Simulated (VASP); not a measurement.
# Be3ZnSe (Pmmn) in VASP: a series of runs

Be3ZnSe is run at these levels: PBE; tasks: single point, relaxation of cell and atoms.

Everything below comes from runs of VASP 6.6.1. Logs are shortened: lines on timing, memory, paths and dates and some standing lists are left out, and cuts for length are marked.

### 1 The cell of the first run

The structure is orthorhombic, space group Pmmn (No. 59). Conventional cell: a = 3.797 Å, b = 5.762 Å, c = 6.446 Å, α = 90.00°, β = 90.00°, γ = 90.00°. Within 2.8 Å of Be (site symmetry m) lie 6 Be at 2.13 to 2.29 Å and 1 Zn at 2.35 Å and 1 Se at 2.41 Å. Within 2.9 Å of Be (site symmetry mm2) lie 6 Be at 2.13 to 2.22 Å and 2 Zn at 2.73 Å and 1 Se at 2.89 Å. Within 3.1 Å of Zn (site symmetry mm2) lie 4 Be at 2.35 to 2.73 Å and 4 Se at 2.48 to 2.91 Å. Se (site symmetry mm2) has 3 Be at 2.41 to 2.89 Å and 4 Zn at 2.48 to 2.91 Å within 3.2 Å.

The cell was built from a structure type or drawn by symmetry, and may not be a known phase.

### 2 Single point, PBE

The input, INCAR:

```
  PREC = Accurate
  ENCUT = 520
  EDIFF = 1E-6
  ISMEAR = 0
  SIGMA = 0.1
  LREAL = F
  LASPH = T
  NELM = 60
  ALGO = Normal
  ISIF = 2
  LWAVE = F
  LCHARG = F
  GGA = PE
  NBANDS = 35
```

The input, KPOINTS:

```
Automatic mesh
0
Gamma
  8 6 6
```

The input, POSCAR:

```
Be3ZnSe
1.0
    3.7968236723      0.0000000000      0.0000000000
    0.0000000000      5.7617685382      0.0000000000
    0.0000000000      0.0000000000      6.4457949224
Be Zn Se
6 2 2
Direct
    0.0000000000      0.1976961379      0.4125648099
    0.0000000000      0.8023038621      0.4125648099
    0.5000000000      0.3023038621      0.5874351901
    0.5000000000      0.6976961379      0.5874351901
    0.5000000000      0.0000000000      0.3981785559
    0.0000000000      0.5000000000      0.6018214441
    0.0000000000      0.0000000000      0.0929065961
    0.5000000000      0.5000000000      0.9070934039
    0.5000000000      0.0000000000      0.8461228642
    0.0000000000      0.5000000000      0.1538771358
```

Potentials or basis: VASP PAW PBE potentials, release 64 (Be, Zn, Se).

Launch:

```bash
cat potpaw_PBE.64/Be/POTCAR potpaw_PBE.64/Zn/POTCAR potpaw_PBE.64/Se/POTCAR > POTCAR
mpirun -np 1 vasp_std > vasp.out
```

OUTCAR:

```text
PREC = Accurate
   ENCUT = 520
   EDIFF = 1E-6
   ISMEAR = 0
   LREAL = F
   LASPH = T
   NELM = 60
   ISIF = 2
   GGA = PE

 ion  position               nearest neighbor table
   1  0.000  0.198  0.413-   6 2.13   5 2.22   5 2.22   2 2.28   3 2.29   3 2.29   7 2.35  10 2.41

   2  0.000  0.802  0.413-   6 2.13   5 2.22   5 2.22   1 2.28   4 2.29   4 2.29   7 2.35  10 2.41

   3  0.500  0.302  0.587-   5 2.13   6 2.22   6 2.22   4 2.28   1 2.29   1 2.29   8 2.35   9 2.41

   4  0.500  0.698  0.587-   5 2.13   6 2.22   6 2.22   3 2.28   2 2.29   2 2.29   8 2.35   9 2.41

   5  0.500  0.000  0.398-   3 2.13   4 2.13   1 2.22   2 2.22   1 2.22   2 2.22
   6  0.000  0.500  0.602-   1 2.13   2 2.13   3 2.22   4 2.22   3 2.22   4 2.22
   7  0.000  0.000  0.093-   1 2.35   2 2.35   9 2.48   9 2.48  10 2.91  10 2.91
   8  0.500  0.500  0.907-   3 2.35   4 2.35  10 2.48  10 2.48   9 2.91   9 2.91
   9  0.500  0.000  0.846-   3 2.41   4 2.41   7 2.48   7 2.48   8 2.91   8 2.91
  10  0.000  0.500  0.154-   1 2.41   2 2.41   8 2.48   8 2.48   7 2.91   7 2.91

  LATTYP: Found a simple orthorhombic cell.
 ALAT       =     3.7968236723
 B/A-ratio  =     1.5175233394
 C/A-ratio  =     1.6976808719

  Lattice vectors:

 A1 = (   3.7968236723,   0.0000000000,   0.0000000000)
 A2 = (   0.0000000000,   5.7617685382,   0.0000000000)
 A3 = (   0.0000000000,   0.0000000000,   6.4457949224)

Analysis of symmetry for initial positions (statically):
=====================================================================
 Subroutine PRICEL returns:
 Original cell was already a primitive cell.

 Routine SETGRP: Setting up the symmetry group for a
 simple orthorhombic supercell.

 Subroutine GETGRP returns: Found  8 space group operations
 (whereof  4 operations were pure point group operations)
 out of a pool of  8 trial point group operations.

The static configuration has the point symmetry C_2v.
 The point group associated with its full space group is D_2h.

Analysis of symmetry for dynamics (positions and initial velocities):
=====================================================================
 Subroutine PRICEL returns:
 Original cell was already a primitive cell.

 Routine SETGRP: Setting up the symmetry group for a
 simple orthorhombic supercell.

 Subroutine GETGRP returns: Found  8 space group operations
 (whereof  4 operations were pure point group operations)
 out of a pool of  8 trial point group operations.

The dynamic configuration has the point symmetry C_2v.
[... 125 lines left out ...]
   TEBEG  =    0.0;   TEEND  =   0.0 temperature during run
   PSTRESS=    0.0 pullay stress
   NELECT =      48.0000    total number of electrons
   NUPDOWN=      -1.0000    fix difference up-down
   EMIN   =  10.00;   EMAX   =-10.00  energy-range for DOS
   EFERMI =   0.00;   METHOD = LEGACY
   ISMEAR =     0;   SIGMA  =   0.10  broadening in eV -4-tet -1-fermi 0-gaus
   EFERMI_NEDOS =   21; number of points for ismear=-14 and -15
   IALGO  =     38    algorithm
   IMIX   =      4    mixing-type and parameters
     AMIX     =   0.40;   BMIX     =  1.00
     AMIX_MAG =   1.60;   BMIX_MAG =  1.00
  volume/ion in A,a.u.               =      14.10        95.16
  Fermi-wavevector in a.u.,A,eV,Ry     =   1.143065  2.160080 17.777346  1.306598
  Thomas-Fermi vector in A             =   2.279761
   LORBIT       =      0    0 simple, 1 ext, 2 COOP (PROOUT), +10 PAW based schemes
   GGA     = PE    functional components
   LHFCALC =     F    Hartree Fock is set to
   AEXX    =    0.0000 exact exchange contribution
   IVDW    =     0    specifies the selected vdW correction
   LEPSILON=     F    determine dielectric tensor
   LRPA    =     F    only Hartree local field effects (RPA)
 non-spin polarized calculation
 Gauss-broadening in eV      SIGMA  =   0.10
  energy-cutoff  :      520.00
  volume of cell :      141.01
 maximum number of plane-waves:      3824
   NGX = 15   NGY = 21   NGZ = 23

 number of electron      48.0000025 magnetization

 Free energy of the ion-electron system (eV)
  ---------------------------------------------------
  ext. energy  EPLUGINS =         0.00000000
  ---------------------------------------------------
  free energy    TOTEN  =       -31.04760740 eV

  energy without entropy =      -31.03914457  energy(sigma->0) =      -31.04337599

 E-fermi :   4.2124     XC(G=0):  -9.9407

 val. band max:        4.1854632802   @ k =   0.0000   0.5000   0.5000
 cond. band min:       4.2173059253   @ k =   0.3750   0.0000   0.0000
 fundamental gap:      0.0318426452
 Fermi energy:         4.2123955449

 k-point     1 :       0.0000    0.0000    0.0000
  band No.  band energies     occupation
      1     -10.3387      2.00000
      2      -9.6265      2.00000
      3      -3.9364      2.00000
      4      -3.6907      2.00000
      5      -3.6855      2.00000
      6      -3.6705      2.00000
[... 901 lines left out ...]
     34      10.3836      0.00000
     35      11.2793      0.00000

 [... further k-points ...]

------------------------ aborting loop because EDIFF is reached ----------------------------------------

  FORCE on cell =-STRESS in cart. coord.  units (eV):
  Direction    XX          YY          ZZ          XY          YZ          ZX
  --------------------------------------------------------------------------------------
  -------------------------------------------------------------------------------------
  Total        0.1968954      0.0683169      0.1346798      0.0000000      0.0000000      0.0000000
  in kB        2.2371411      0.7762219      1.5302431      0.0000000      0.0000000      0.0000000
  external PRESSURE =       1.5145353 kB  Pullay stress =       0.0000000 kB

 VOLUME and BASIS-vectors are now :
 -----------------------------------------------------------------------------
  energy-cutoff  :      520.00
  volume of cell :      141.01
      direct lattice vectors                 reciprocal lattice vectors
     3.796823672  0.000000000  0.000000000     0.263378046  0.000000000  0.000000000
     0.000000000  5.761768538  0.000000000     0.000000000  0.173557822  0.000000000
     0.000000000  0.000000000  6.445794922     0.000000000  0.000000000  0.155139903

 POSITION                                       TOTAL-FORCE (eV/Angst)
 -----------------------------------------------------------------------------------
      0.00000      1.13908      2.65931         0.000000     -0.002744      0.001358
      0.00000      4.62269      2.65931         0.000000      0.002744      0.001358
      1.89841      1.74180      3.78649         0.000000      0.002744     -0.001358
      1.89841      4.01996      3.78649        -0.000000     -0.002744     -0.001358
      1.89841      0.00000      2.56658         0.000000     -0.000000     -0.003773
      0.00000      2.88088      3.87922         0.000000     -0.000000      0.003773
      0.00000      0.00000      0.59886         0.000000     -0.000000      0.015532
      1.89841      2.88088      5.84694         0.000000     -0.000000     -0.015532
      1.89841      0.00000      5.45393         0.000000     -0.000000     -0.025029
      0.00000      2.88088      0.99186         0.000000     -0.000000      0.025029
 -----------------------------------------------------------------------------------
    total drift:                                0.000000      0.000000      0.000000

  FREE ENERGIE OF THE ION-ELECTRON SYSTEM (eV)
  ---------------------------------------------------
  free  energy   TOTEN  =       -31.0476073981 eV

  energy  without entropy=      -31.0391445749  energy(sigma->0) =      -31.04337599
```

stdout:

```text
POSCAR found type information on POSCAR BeZnSe
 POSCAR found :  3 types and      10 ions
 scaLAPACK will be used
 LDA part: xc-table for (Slater+PW92), standard interpolation
 POSCAR, INCAR and KPOINTS ok, starting setup
 FFT: planning ... GRIDC
 FFT: planning ... GRID_SOFT
 FFT: planning ... GRID
 WAVECAR not read
 entering main loop
```

Run time: 2.4 min. Hardware: 1 thread of Intel Xeon 6975P-C (Granite Rapids), shared host; peak memory 0.47 GiB.

Results:

```
Free energy            : -31.0476 eV
Pressure               : 0.2 GPa
Largest force          : 0.025 eV/Å
Band gap on the k mesh : zero (bands 24 and 25 overlap by 1.64 eV)
```

Forces on the atoms (eV/Å):
```
Be   0.000 -0.003  0.001
Be   0.000  0.003  0.001
Be   0.000  0.003 -0.001
Be   0.000 -0.003 -0.001
Be   0.000  0.000 -0.004
Be   0.000  0.000  0.004
Zn   0.000  0.000  0.016
Zn   0.000  0.000 -0.016
Se   0.000  0.000 -0.025
Se   0.000  0.000  0.025
```

Levels at points of the mesh, in eV from the Fermi level:
```tsv
k point	band 22	band 23	band 24	band 25	band 26	band 27
(0.00, 0.00, 0.00)	-0.77	-0.64	1.30	1.31	1.51	1.97
(0.50, 0.00, 0.00)	-3.41	-2.02	-2.02	-0.11	-0.11	2.90
(0.00, 0.50, 0.00)	-1.19	-0.18	-0.18	1.03	1.03	1.83
(0.50, 0.50, 0.00)	-3.51	-1.75	-1.75	1.78	1.78	2.57
(0.00, 0.00, 0.50)	-1.71	-1.28	-1.03	1.61	1.73	2.23
(0.50, 0.00, 0.50)	-2.31	-2.29	-2.29	0.13	0.13	1.70
(0.00, 0.50, 0.50)	-2.02	-0.91	-0.91	-0.03	-0.03	2.72
(0.50, 0.50, 0.50)	-2.05	-1.46	-1.46	0.02	0.02	2.01
```

### 3 Single point, PBE

The input, INCAR:

```
SYSTEM = Be3ZnSe
PREC = Accurate
ENCUT = 520
EDIFF = 1E-7
ISMEAR = 0
SIGMA = 0.2
LREAL = .FALSE.
LASPH = .TRUE.
NELM = 100
ALGO = Normal
ISIF = 2
LWAVE = .FALSE.
LCHARG = .FALSE.
GGA = PE
NBANDS = 35
```

The input, KPOINTS:

```
Automatic mesh
0
G
  4 3 3
  0 0 0
```

The input, POSCAR:

```
Be3ZnSe
1.0
    5.7054262940      0.0000000000      0.0000000000
    0.0000000000      3.7872569807      0.0000000000
    0.0000000000      0.0000000000      6.5245740342
Be Zn Se
6 2 2
Direct
    0.2008983480      0.0000000000      0.5896233271
    0.7991016520      0.0000000000      0.5896233271
    0.2991016520      0.5000000000      0.4103766729
    0.7008983480      0.5000000000      0.4103766729
    0.0000000000      0.5000000000      0.6091618248
    0.5000000000      0.0000000000      0.3908381752
    0.0000000000      0.0000000000      0.9042806879
    0.5000000000      0.5000000000      0.0957193121
    0.0000000000      0.5000000000      0.1509867656
    0.5000000000      0.0000000000      0.8490132344
```

Potentials or basis: VASP PAW PBE potentials, release 64 (Be, Zn, Se).

Launch:

```bash
cat potpaw_PBE.64/Be/POTCAR potpaw_PBE.64/Zn/POTCAR potpaw_PBE.64/Se/POTCAR > POTCAR
mpirun -np 1 vasp_std > vasp.out
```

OUTCAR:

```text
SYSTEM = Be3ZnSe
   PREC = Accurate
   ENCUT = 520
   EDIFF = 1E-7
   ISMEAR = 0
   LREAL = .FALSE.
   LASPH = .TRUE.
   NELM = 100
   ISIF = 2
   GGA = PE

 ion  position               nearest neighbor table
   1  0.201  0.000  0.590-   6 2.14   5 2.22   5 2.22   2 2.29   3 2.30   3 2.30   7 2.35  10 2.40

   2  0.799  0.000  0.590-   6 2.14   5 2.22   5 2.22   1 2.29   4 2.30   4 2.30   7 2.35  10 2.40

   3  0.299  0.500  0.410-   5 2.14   6 2.22   6 2.22   4 2.29   1 2.30   1 2.30   8 2.35   9 2.40
[... 7 lines left out ...]
   7  0.000  0.000  0.904-   1 2.35   2 2.35   9 2.49   9 2.49   5 2.70   5 2.70  10 2.88  10 2.88

   8  0.500  0.500  0.096-   3 2.35   4 2.35  10 2.49  10 2.49   6 2.70   6 2.70   9 2.88   9 2.88

   9  0.000  0.500  0.151-   3 2.40   4 2.40   7 2.49   7 2.49   8 2.88   8 2.88
  10  0.500  0.000  0.849-   1 2.40   2 2.40   8 2.49   8 2.49   7 2.88   7 2.88

  LATTYP: Found a simple orthorhombic cell.
 ALAT       =     3.7872569807
 B/A-ratio  =     1.5064798410
 C/A-ratio  =     1.7227703500

  Lattice vectors:

 A1 = (   0.0000000000,  -3.7872569807,   0.0000000000)
 A2 = (   5.7054262940,   0.0000000000,   0.0000000000)
 A3 = (   0.0000000000,   0.0000000000,   6.5245740342)

Analysis of symmetry for initial positions (statically):
=====================================================================
 Subroutine PRICEL returns:
 Original cell was already a primitive cell.

 Routine SETGRP: Setting up the symmetry group for a
 simple orthorhombic supercell.

 Subroutine GETGRP returns: Found  8 space group operations
 (whereof  4 operations were pure point group operations)
 out of a pool of  8 trial point group operations.

The static configuration has the point symmetry C_2v.
 The point group associated with its full space group is D_2h.

Analysis of symmetry for dynamics (positions and initial velocities):
=====================================================================
 Subroutine PRICEL returns:
 Original cell was already a primitive cell.
[... 139 lines left out ...]
   AEXX    =    0.0000 exact exchange contribution
   IVDW    =     0    specifies the selected vdW correction
   LEPSILON=     F    determine dielectric tensor
   LRPA    =     F    only Hartree local field effects (RPA)
 non-spin polarized calculation
 Gauss-broadening in eV      SIGMA  =   0.20
  energy-cutoff  :      520.00
  volume of cell :      140.98
 maximum number of plane-waves:      3809
   NGX = 21   NGY = 15   NGZ = 25

 number of electron      48.0000016 magnetization

 Free energy of the ion-electron system (eV)
  ---------------------------------------------------
  ext. energy  EPLUGINS =         0.00000000
  ---------------------------------------------------
  free energy    TOTEN  =       -30.92195060 eV

  energy without entropy =      -30.88558873  energy(sigma->0) =      -30.90376966

 E-fermi :   4.3119     XC(G=0):  -9.9435

 val. band max:        4.0416499086   @ k =   0.5000   0.0000   0.0000
 cond. band min:       4.4106959414   @ k =   0.2500   0.3333   0.3333
 fundamental gap:      0.3690460328
 Fermi energy:         4.3118968272

 k-point     1 :       0.0000    0.0000    0.0000
  band No.  band energies     occupation
      1     -10.3255      2.00000
      2      -9.5777      2.00000
      3      -3.9355      2.00000
      4      -3.6923      2.00000
      5      -3.6906      2.00000
      6      -3.6676      2.00000
[... 445 lines left out ...]
     34      10.0447      0.00000
     35      10.9381      0.00000

------------------------ aborting loop because EDIFF is reached ----------------------------------------

  FORCE on cell =-STRESS in cart. coord.  units (eV):
  Direction    XX          YY          ZZ          XY          YZ          ZX
  --------------------------------------------------------------------------------------
  -------------------------------------------------------------------------------------
  Total        0.3709817     -0.0981366     -0.1322189      0.0000000      0.0000000      0.0000000
  in kB        4.2159756     -1.1152608     -1.5025851      0.0000000      0.0000000      0.0000000
  external PRESSURE =       0.5327099 kB  Pullay stress =       0.0000000 kB

 VOLUME and BASIS-vectors are now :
 -----------------------------------------------------------------------------
  energy-cutoff  :      520.00
  volume of cell :      140.98
      direct lattice vectors                 reciprocal lattice vectors
     5.705426294  0.000000000  0.000000000     0.175271741  0.000000000  0.000000000
     0.000000000  3.787256981  0.000000000     0.000000000  0.264043345  0.000000000
     0.000000000  0.000000000  6.524574034     0.000000000  0.000000000  0.153266711

 POSITION                                       TOTAL-FORCE (eV/Angst)
 -----------------------------------------------------------------------------------
      1.14621      0.00000      3.84704        -0.026649      0.000000      0.001301
      4.55922      0.00000      3.84704         0.026649      0.000000      0.001301
      1.70650      1.89363      2.67753         0.026649      0.000000     -0.001301
      3.99892      1.89363      2.67753        -0.026649     -0.000000     -0.001301
      0.00000      1.89363      3.97452         0.000000      0.000000     -0.054586
      2.85271      0.00000      2.55005         0.000000      0.000000      0.054586
      0.00000      0.00000      5.90005         0.000000      0.000000     -0.019539
      2.85271      1.89363      0.62453         0.000000      0.000000      0.019539
      0.00000      1.89363      0.98512         0.000000      0.000000      0.070329
      2.85271      0.00000      5.53945         0.000000      0.000000     -0.070329
 -----------------------------------------------------------------------------------
    total drift:                                0.000000     -0.000000      0.000000

  FREE ENERGIE OF THE ION-ELECTRON SYSTEM (eV)
  ---------------------------------------------------
  free  energy   TOTEN  =       -30.9219505957 eV

  energy  without entropy=      -30.8855887256  energy(sigma->0) =      -30.90376966
```

It took 2.3 min on 1 thread of Intel Xeon 8259CL, shared host; peak memory 0.25 GiB.

What came out:

| Quantity | Value |
| --- | --- |
| Free energy | -30.9220 eV |
| Pressure | 0.1 GPa |
| Largest force | 0.070 eV/Å |
| Band gap on the k mesh | zero (bands 24 and 25 overlap by 1.57 eV) |

Forces on the atoms (eV/Å):
```
Be  -0.027  0.000  0.001
Be   0.027  0.000  0.001
Be   0.027  0.000 -0.001
Be  -0.027  0.000 -0.001
Be   0.000  0.000 -0.055
Be   0.000  0.000  0.055
Zn   0.000  0.000 -0.020
Zn   0.000  0.000  0.020
Se   0.000  0.000  0.070
Se   0.000  0.000 -0.070
```

Levels at points of the mesh, in eV from the Fermi level:
```csv
k point,band 20,band 21,band 22,band 23,band 24,band 25,band 26,band 27,band 28,band 29
"(0.00, 0.00, 0.00)",-2.97,-1.60,-1.12,-0.73,1.15,1.22,1.45,1.78,2.17,2.67
"(0.50, 0.00, 0.00)",-2.50,-1.31,-1.31,-0.27,-0.27,0.97,0.97,1.65,1.65,2.75
```

Caveat: the k points lie up to 0.55 Å⁻¹ apart, too coarse for converged energies and pressures of a metal.

(Continued in part 2 of 2.)
